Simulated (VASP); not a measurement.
Write the native input for VASP 6.6.1 that does the following.

| Property | Result |
| --- | --- |
| Task | single point |
| Functional | LDA |
| Potentials or basis | VASP PAW LDA potentials, release 64 (Ca_sv, O) |
| Cutoff | 600 eV |
| k mesh | 8 × 8 × 8 |
| Occupations | gaussian, width 0.02 eV |
| Spin | no spin polarisation |
| Dipole correction | no |
| Further INCAR settings | ALGO = Normal; EDIFF = 1e-06; NBANDS = 15 |

The structure of CaO (eos) lies in POSCAR:

```
CaO
1.0
    0.0000000000      2.3998898440      2.3998898440
    2.3998898440      0.0000000000      2.3998898440
    2.3998898440      2.3998898440      0.0000000000
Ca O
1 1
Direct
    0.0000000000      0.0000000000      0.0000000000
    0.5000000000      0.5000000000      0.5000000000
```

This cell differs from its parent crystal: volume scaled by 1.06.

The input as run:

INCAR

```
SYSTEM = CaO
PREC = Accurate ; ENCUT = 600
EDIFF = 1E-6 ; ISMEAR = 0
SIGMA = 0.02 ; LREAL = .False.
LASPH = .True. ; NELM = 120
ALGO = Normal ; ISIF = 2
LWAVE = .False. ; LCHARG = .False.
NBANDS = 15 ; GGA_COMPAT = .False.
```

KPOINTS

```
Automatic mesh
0
Gamma
  8 8 8
  0 0 0
```

Potentials or basis: VASP PAW LDA potentials, release 64 (Ca_sv, O).

Run with:

```bash
$ cat potpaw_LDA.64/Ca_sv/POTCAR potpaw_LDA.64/O/POTCAR > POTCAR
$ mpirun -np 1 vasp_std > vasp.out
```

Results of the run:

| Quantity | Value |
| --- | --- |
| Pressure | -5.9 GPa |
| Band gap on the k mesh | 3.46 eV, indirect (least direct gap 3.83 eV) |

Run time: 17 s on 1 thread of Intel Xeon 8259CL, on a shared host, peak memory 0.15 GiB.
